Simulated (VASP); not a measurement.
# Bi2Te3: single point with PBE

The system is Bi2Te3.

```xyz
5
Lattice="2.2085 1.2751 9.9467 -2.2085 1.2751 9.9467 0.0000 -2.5502 9.9467" Properties=species:S:1:pos:R:3 pbc="T T T"
Bi    0.0000    0.0000   24.2301
Bi    0.0000    0.0000   11.9957
Te    0.0000    0.0000   18.2322
Te    0.0000    0.0000    5.9680
Te    0.0000    0.0000    0.0000
```

```yaml
Program: VASP 6.6.1
Task: single point
Functional: PBE
Potentials_or_basis: VASP PAW PBE potentials, release 64 (Bi_d, Te)
Cutoff: 520 eV
k_mesh: 12 × 12 × 12
Occupations: methfessel-paxton, width 0.01 eV
Spin: no spin polarisation
```

```json
{"Pressure": "1.6 GPa", "Largest force": "1.219 eV/Å", "Band gap on the k mesh": "zero (band 24 reaches 6.42 eV, above the bottom of band 25 at 6.32 eV)"}
```

Forces in eV/Å, atoms in the order of the input:
```
Bi   0.000  0.000 -0.914
Bi   0.000  0.000 -0.432
Te   0.000  0.000 -0.728
Te   0.000  0.000  0.855
Te   0.000  0.000  1.219
```

Stress tensor (GPa, compression positive):
```
1.85 0.00 0.00
0.00 1.85 0.00
0.00 0.00 1.17
```

Levels at points of the mesh, in eV from the Fermi level:
```tsv
k point	band 21	band 22	band 23	band 24	band 25	band 26	band 27	band 28
(0.00, 0.00, 0.00)	-2.09	-0.44	-0.42	-0.42	-0.04	0.32	0.32	2.17
(0.50, 0.00, 0.00)	-3.20	-2.16	-0.27	-0.22	-0.10	0.49	2.55	2.74
(0.50, 0.50, 0.00)	-2.25	-1.79	-1.04	-0.45	0.39	1.16	1.78	2.51
(0.50, 0.50, 0.50)	-1.78	-0.85	-0.66	-0.66	0.45	0.90	0.90	1.67
```

It took 44 min on 1 thread of Intel(R) Xeon(R) 6975P-C (Granite Rapids) (shared host), peak memory 1.5 GiB.

Caveat: spin-orbit coupling is left out, which moves the levels of the heavy elements; forces of over 1 eV/Å act on the atoms, so gaps and moduli don't describe the material at rest.
